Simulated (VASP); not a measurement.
# B (Fmmm) in VASP: relaxation of cell and atoms with LDA

Aim: the relaxation of cell and atoms of B with LDA.

All numbers are computed with VASP 6.6.1; they aren't measurements. Logs are shortened: lines on timing, memory, paths and dates and some standing lists are left out, and cuts for length are marked.

## Step 1: The cell of the first run

It takes space group Fmmm (No. 69, orthorhombic). Conventional cell: a = 2.936 Å, b = 3.307 Å, c = 5.352 Å, α = 90.00°, β = 90.00°, γ = 90.00°. B (site symmetry mm2) has 9 B at 1.68 to 2.21 Å within 2.3 Å.

## Step 2: Relaxation of cell and atoms, LDA

INCAR reads:

```
PREC = Accurate
ENCUT = 600
EDIFF = 1E-7
ISMEAR = 0
SIGMA = 0.1
LREAL = F
LASPH = T
NELM = 100
ALGO = Normal
ISIF = 3
LWAVE = F
LCHARG = F
IBRION = 2
NSW = 80
EDIFFG = -0.01
```

KPOINTS reads:

```
Automatic mesh
0
Gamma
  16 16 12
```

POSCAR reads:

```
B
1.0
    1.4678697935     -2.6758895560      0.0000000000
    1.4678697935      2.6758895560      0.0000000000
    0.0000000000      0.0000000000      3.3072415106
B
4
Direct
    0.0926585247      0.9073414753      0.7500000000
    0.5926585247      0.4073414753      0.2500000000
    0.9073414753      0.0926585247      0.2500000000
    0.4073414753      0.5926585247      0.7500000000
```

Potentials or basis: VASP PAW LDA potentials, release 64 (B).

Command:

```
> cat potpaw_LDA.64/B/POTCAR > POTCAR
> mpirun -np 1 vasp_std > vasp.out
```

OUTCAR:

```text
PREC = Accurate
   ENCUT = 600
   EDIFF = 1E-7
   ISMEAR = 0
   LREAL = F
   LASPH = T
   NELM = 100
   ISIF = 3
   IBRION = 2
   NSW = 80
   EDIFFG = -0.01

 ion  position               nearest neighbor table
   1  0.093  0.907  0.750-   4 1.68   4 1.77   4 1.77   3 1.93   3 1.93
   2  0.593  0.407  0.250-   3 1.68   3 1.77   3 1.77   4 1.93   4 1.93
   3  0.907  0.093  0.250-   2 1.68   2 1.77   2 1.77   1 1.93   1 1.93
   4  0.407  0.593  0.750-   1 1.68   1 1.77   1 1.77   2 1.93   2 1.93

  LATTYP: Found a base centered orthorhombic cell.
 ALAT       =     2.9357395870
 B/A-ratio  =     1.8229747406
 C/A-ratio  =     1.1265445768

  Lattice vectors:

 A1 = (   1.4678697935,  -2.6758895560,   0.0000000000)
 A2 = (   1.4678697935,   2.6758895560,   0.0000000000)
 A3 = (   0.0000000000,   0.0000000000,   3.3072415106)

Analysis of symmetry for initial positions (statically):
=====================================================================
 Subroutine PRICEL returns following result:

  LATTYP: Found a face centered orthorhombic cell.
 ALAT       =     2.9357395870
 B/A-ratio  =     1.1265445768
 C/A-ratio  =     1.8229747406

  Lattice vectors:

 A1 = (   0.0000000000,  -2.6758895560,   1.6536207553)
 A2 = (   1.4678697935,  -2.6758895560,   0.0000000000)
 A3 = (   1.4678697935,   0.0000000000,   1.6536207553)

   2 primitive cells build up your supercell.

 Routine SETGRP: Setting up the symmetry group for a
 base centered orthorhombic supercell.

 Subroutine GETGRP returns: Found  8 space group operations
 (whereof  4 operations were pure point group operations)
 out of a pool of  8 trial point group operations.

The static configuration has the point symmetry C_2h.
 The point group associated with its full space group is D_2h.

Analysis of symmetry for dynamics (positions and initial velocities):
=====================================================================
 Subroutine PRICEL returns following result:

  LATTYP: Found a face centered orthorhombic cell.
 ALAT       =     2.9357395870
 B/A-ratio  =     1.1265445768
 C/A-ratio  =     1.8229747406

  Lattice vectors:

 A1 = (   0.0000000000,  -2.6758895560,   1.6536207553)
 A2 = (   1.4678697935,  -2.6758895560,   0.0000000000)
 A3 = (   1.4678697935,   0.0000000000,   1.6536207553)

   2 primitive cells build up your supercell.

 Routine SETGRP: Setting up the symmetry group for a
 base centered orthorhombic supercell.

 Subroutine GETGRP returns: Found  8 space group operations
 (whereof  4 operations were pure point group operations)
 out of a pool of  8 trial point group operations.

The dynamic configuration has the point symmetry C_2h.
 The point group associated with its full space group is D_2h.

 Subroutine INISYM returns: Found  8 space group operations
 (whereof  4 operations are pure point group operations),
 and found     2 'primitive' translations

----------------------------------------------------------------------------------------

                                     Primitive cell

  volume of cell :      12.9904

  direct lattice vectors                    reciprocal lattice vectors
     0.000000000 -2.675889556  1.653620755    -0.340629668 -0.186853751  0.302366790
     1.467869794 -2.675889556  0.000000000     0.340629668 -0.186853751 -0.302366790
     1.467869794  0.000000000  1.653620755     0.340629668  0.186853751  0.302366790

  length of vectors
     3.145607496  3.052052858  2.211131686     0.492309426  0.492309426  0.492309426

  position of ions in fractional coordinates (direct lattice)
     0.842658525  0.342658525  0.657341475
     0.157341475  0.657341475  0.342658525

  ion indices of the primitive-cell ions
   primitive index   ion index
                 1           1
                 2           4

----------------------------------------------------------------------------------------

 KPOINTS: Automatic mesh

Automatic generation of k-mesh.
 Grid dimensions read from file:
 generate k-points for:   16   16   12

 Generating k-lattice:

  Cartesian coordinates                     Fractional coordinates (reciprocal lattice)
     0.021289354 -0.011678359  0.000000000     0.062500000  0.000000000  0.000000000
     0.021289354  0.011678359  0.000000000     0.000000000  0.062500000  0.000000000
     0.000000000  0.000000000  0.025197233     0.000000000  0.000000000  0.083333333

  Length of vectors
     0.024282106  0.024282106  0.025197233

  Shift w.r.t. Gamma in fractional coordinates (k-lattice)
     0.000000000  0.000000000  0.000000000

 Subroutine IBZKPT returns following result:
 ===========================================

 Found    511 irreducible k-points:

 Following reciprocal coordinates:
            Coordinates               Weight
  0.000000  0.000000  0.000000      1.000000
  0.062500  0.000000  0.000000      4.000000
  0.125000  0.000000  0.000000      4.000000
  0.187500 -0.000000  0.000000      4.000000
  0.250000  0.000000  0.000000      4.000000
  0.312500  0.000000  0.000000      4.000000
[... 16 lines left out ...]
 -0.125000  0.062500  0.000000      4.000000
 -0.062500  0.062500  0.000000      2.000000
 [... further k-points ...]
   k-points           NKPTS =    511   k-points in BZ     NKDIM =    511   number of bands    NBANDS=     10
   number of dos      NEDOS =    301   number of ions     NIONS =      4
   total plane-waves  NPLWV =  16128
   dimension x,y,z NGX =    24 NGY =   24 NGZ =   28
   dimension x,y,z NGXF=    48 NGYF=   48 NGZF=   56
   ions per type =               4
   NGX,Y,Z   is equivalent  to a cutoff of  13.07, 13.07, 14.07 a.u.
   NGXF,Y,Z  is equivalent  to a cutoff of  26.15, 26.15, 28.15 a.u.
 SYSTEM =  unknown system
   PREC   = accura    normal or accurate (medium, high low for compatibility)
   ISTART =      0    job   : 0-new  1-cont  2-samecut
   ICHARG =      2    charge: 1-file 2-atom 10-const
   ISPIN  =      1    spin polarized calculation?
   LNONCOLLINEAR =      F non collinear calculations
   LSORBIT =      F    spin-orbit coupling
   LASPH  =      T    aspherical Exc in radial PAW
   ENCUT  =  600.0 eV  44.10 Ry    6.64 a.u.   6.10  6.10  6.61*2*pi/ulx,y,z
   NELM   =    100;   NELMIN=  2; NELMDL= -5     # of ELM steps
   EDIFF  = 0.1E-06   stopping-criterion for ELM
   LREAL  =      F    real-space projection
   EDIFFG = -.1E-01   stopping-criterion for IOM
   NSW    =     80    number of steps for IOM
   IBRION =      2    ionic relax: 0-MD 1-quasi-New 2-CG
   NFREE  =      1    steps in history (QN), initial steepest desc. (CG)
   ISIF   =      3    stress and relaxation
   ISYM   =      2    0-nonsym 1-usesym 2-fastsym
   POTIM  = 0.5000    time-step for ionic-motion
   TEBEG  =    0.0;   TEEND  =   0.0 temperature during run
   PSTRESS=    0.0 pullay stress
   NELECT =      12.0000    total number of electrons
   NUPDOWN=      -1.0000    fix difference up-down
   EMIN   =  10.00;   EMAX   =-10.00  energy-range for DOS
   EFERMI =   0.00;   METHOD = LEGACY
   ISMEAR =     0;   SIGMA  =   0.10  broadening in eV -4-tet -1-fermi 0-gaus
   EFERMI_NEDOS =   21; number of points for ismear=-14 and -15
   IALGO  =     38    algorithm
   IMIX   =      4    mixing-type and parameters
     AMIX     =   0.40;   BMIX     =  1.00
     AMIX_MAG =   1.60;   BMIX_MAG =  1.00
  volume/ion in A,a.u.               =       6.50        43.83
  Fermi-wavevector in a.u.,A,eV,Ry     =   1.265469  2.391389 21.788516  1.601411
  Thomas-Fermi vector in A             =   2.398720
   LORBIT       =      0    0 simple, 1 ext, 2 COOP (PROOUT), +10 PAW based schemes
   GGA     = CA    functional components
   LHFCALC =     F    Hartree Fock is set to
   AEXX    =    0.0000 exact exchange contribution
   IVDW    =     0    specifies the selected vdW correction
   LEPSILON=     F    determine dielectric tensor
   LRPA    =     F    only Hartree local field effects (RPA)
 conjugate gradient relaxation of ions
 non-spin polarized calculation
 Gauss-broadening in eV      SIGMA  =   0.10
  energy-cutoff  :      600.00
  volume of cell :       25.98
 maximum number of plane-waves:       886
   NGX = 13   NGY = 13   NGZ = 13

--------------------------------------- Ionic step        1  -------------------------------------------

 number of electron      12.0000000 magnetization

 Free energy of the ion-electron system (eV)
  ---------------------------------------------------
  ext. energy  EPLUGINS =         0.00000000
  ---------------------------------------------------
  free energy    TOTEN  =       -27.50690853 eV

  energy without entropy =      -27.50447576  energy(sigma->0) =      -27.50569214

------------------------ aborting loop because EDIFF is reached ----------------------------------------

  FORCE on cell =-STRESS in cart. coord.  units (eV):
  Direction    XX          YY          ZZ          XY          YZ          ZX
  --------------------------------------------------------------------------------------
  -------------------------------------------------------------------------------------
  Total       -0.1854149     -0.1216649      0.3852069      0.0000000      0.0000000      0.0000000
  in kB      -11.4341414     -7.5028160     23.7548872      0.0000000      0.0000000      0.0000000
  external PRESSURE =       1.6059766 kB  Pullay stress =       0.0000000 kB
[... 137 lines left out ...]
  energy  without entropy=      -27.5052662254  energy(sigma->0) =      -27.50664506

--------------------------------------- Ionic step        5  -------------------------------------------

 number of electron      12.0000000 magnetization

 Free energy of the ion-electron system (eV)
  ---------------------------------------------------
  ext. energy  EPLUGINS =         0.00000000
  ---------------------------------------------------
  free energy    TOTEN  =       -27.50817989 eV

  energy without entropy =      -27.50550559  energy(sigma->0) =      -27.50684274

 E-fermi :   8.1387     XC(G=0): -12.4146

 val. band max:        8.1193615804   @ k =   0.4375   0.2500   0.0833
 cond. band min:       8.1464431786   @ k =   0.4375   0.1875   0.0000
 fundamental gap:      0.0270815982
 Fermi energy:         8.1386555596

 k-point     1 :       0.0000    0.0000    0.0000
  band No.  band energies     occupation
      1      -8.6575      2.00000
      2       0.1879      2.00000
      3       4.6017      2.00000
      4       4.8287      2.00000
      5       4.9147      2.00000
      6       8.4965      0.00000
      7      11.2010      0.00000
      8      11.5714      0.00000
      9      11.6258      0.00000
     10      12.8937      0.00000
[... 287 lines left out ...]
 k-point    24 :      -0.0625    0.0625    0.0000
  band No.  band energies     occupation
      1      -8.5961      2.00000
      2       0.2548      2.00000
      3       4.4325      2.00000
      4       4.6380      2.00000
      5       4.6686      2.00000
      6       8.4621      0.00000
      7      11.5012      0.00000
      8      11.5704      0.00000
      9      12.1413      0.00000
     10      12.7669      0.00000

 [... further k-points ...]
[... 5 lines left out ...]
  --------------------------------------------------------------------------------------
  -------------------------------------------------------------------------------------
  Total        0.0332770      0.0172638      0.0223096      0.0000000      0.0000000      0.0000000
  in kB        2.0474062      1.0621741      1.3726268      0.0000000      0.0000000      0.0000000
  external PRESSURE =       1.4940690 kB  Pullay stress =       0.0000000 kB
[... 19 lines left out ...]
  FREE ENERGIE OF THE ION-ELECTRON SYSTEM (eV)
  ---------------------------------------------------
  free  energy   TOTEN  =       -27.5081798912 eV

  energy  without entropy=      -27.5055055947  energy(sigma->0) =      -27.50684274

 reached required accuracy - stopping structural energy minimisation
```

Run time: 5.8 min. Hardware: 1 thread of Intel Xeon 8259CL, shared host; peak memory 0.24 GiB.

Results:

- Free energy: -27.5082 eV
- Relaxed volume: 6.51 Å³/atom
- Relaxed cell: a = 3.049 Å, b = 3.049 Å, c = 3.324 Å, α = 90.00°, β = 90.00°, γ = 122.60°
- Space group after relaxing (to 0.1 Å): Fmmm (No. 69)
- Energy gained by relaxing: 0.3 meV/atom
- Ionic steps: 5
- Pressure after relaxing: 0.1 GPa
- Largest force after relaxing: 0.006 eV/Å
- Band gap on the k mesh: zero (bands 6 and 7 overlap by 2.96 eV)

Forces in eV/Å, atoms in the order of the input:
```
B    0.000 -0.006  0.000
B    0.000 -0.006  0.000
B    0.000  0.006  0.000
B    0.000  0.006  0.000
```

The path:
```csv
step,energy change (eV),largest force (eV/Å),pressure (GPa),volume (Å³)
1,0.0000,0.0445,0.16,25.98
2,-0.0008,0.0962,0.57,26.00
3,-0.0010,0.0567,0.45,26.00
4,-0.0011,0.0501,-0.06,26.07
5,-0.0013,0.0059,0.15,26.04
```

Final structure:
```
B
1.0
     1.46429   -2.67481    0.00000
     1.46429    2.67481    0.00000
     0.00000    0.00000    3.32429
B
4
Direct
  0.09275 0.90725 0.75000
  0.59275 0.40725 0.25000
  0.90725 0.09275 0.25000
  0.40725 0.59275 0.75000
```

Levels at points of the mesh, in eV from the Fermi level:
```
           k point  band 3  band 4  band 5  band 6  band 7  band 8  band 9  band 10
(0.00, 0.00, 0.00)   -3.54   -3.31   -3.22    0.36    3.06    3.43    3.49     4.76
(0.50, 0.00, 0.00)   -4.63   -4.63   -2.90   -2.90   -0.73   -0.73    7.97     7.97
(0.50, 0.50, 0.00)   -5.82   -5.23   -1.89   -1.01    0.48    1.66    2.61     4.65
(0.00, 0.00, 0.50)   -1.59   -1.59   -0.42   -0.42    2.97    2.97    5.97     5.97
(0.50, 0.00, 0.50)   -9.42   -9.42   -4.11   -4.11    3.91    3.91    8.08     8.08
(0.50, 0.50, 0.50)   -8.61   -8.61   -2.86   -2.86    2.21    2.21    9.27     9.27
```
